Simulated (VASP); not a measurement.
Wanted: the native input for a VASP 6.6.1 run.

| Property | Result |
| --- | --- |
| Task | single point |
| Functional | r2SCAN |
| Potentials or basis | VASP PAW PBE potentials, release 64 (C) |
| Cutoff | 520 eV |
| k mesh | 12 × 12 × 4 |
| Occupations | gaussian, width 0.1 eV |
| Spin | no spin polarisation |
| Dipole correction | no |
| Further INCAR settings | ALGO = Normal; EDIFF = 1e-06; NBANDS = 16 |

The system is C.

```
CELL_PARAMETERS angstrom
1.22805 -2.12706 0.00000
1.22805 2.12706 0.00000
0.00000 0.00000 7.17327
ATOMIC_POSITIONS crystal
C 0.08338 0.91662 0.75314
C 0.58338 0.41662 0.24686
C 0.91662 0.08338 0.24686
C 0.41662 0.58338 0.75314
```

These files were run (other wordings do the same):

POSCAR

```
C
1.0
    1.2280479700     -2.1270618200      0.0000000000
    1.2280479700      2.1270618200      0.0000000000
    0.0000000000      0.0000000000      7.1732677600
C
4
Direct
    0.0833794600      0.9166205400      0.7531376000
    0.5833794600      0.4166205400      0.2468624000
    0.9166205400      0.0833794600      0.2468624000
    0.4166205400      0.5833794600      0.7531376000
```

INCAR.step1

```
SYSTEM = C
ALGO = Normal
EDIFF = 1E-4
ENCUT = 520
GGA = PE
ISMEAR = 0
LASPH = .TRUE.
LCHARG = .FALSE.
LREAL = .FALSE.
LWAVE = .TRUE.
NBANDS = 16
NELM = 80
PREC = Accurate
SIGMA = 0.1
```

INCAR.step2

```
SYSTEM = C
ALGO = Normal
EDIFF = 1E-6
ENCUT = 520
ISIF = 2
ISMEAR = 0
ISTART = 1
LASPH = .TRUE.
LCHARG = .FALSE.
LMIXTAU = .TRUE.
LREAL = .FALSE.
LWAVE = .FALSE.
METAGGA = R2SCAN
NBANDS = 16
NELM = 80
PREC = Accurate
SIGMA = 0.1
```

KPOINTS

```
k-points
0
G
  12 12 4
  0 0 0
```

Potentials or basis: VASP PAW PBE potentials, release 64 (C).

Command:

```console
$ cat potpaw_PBE.64/C/POTCAR > POTCAR
$ cp INCAR.step1 INCAR
$ mpirun -np 1 vasp_std > vasp.out
$ cp INCAR.step2 INCAR
$ mpirun -np 1 vasp_std > vasp.out
```

Results of the run:

```json
{
  "Pressure": "0.5 GPa",
  "Largest force": "0.022 eV/Å"
}
```

Caveat: the PAW data sets were made with another functional, which shifts forces and pressure a little.

Wall time 5 min on 1 thread of Intel Xeon 8259CL, with other jobs on the host, peak memory 0.18 GiB.
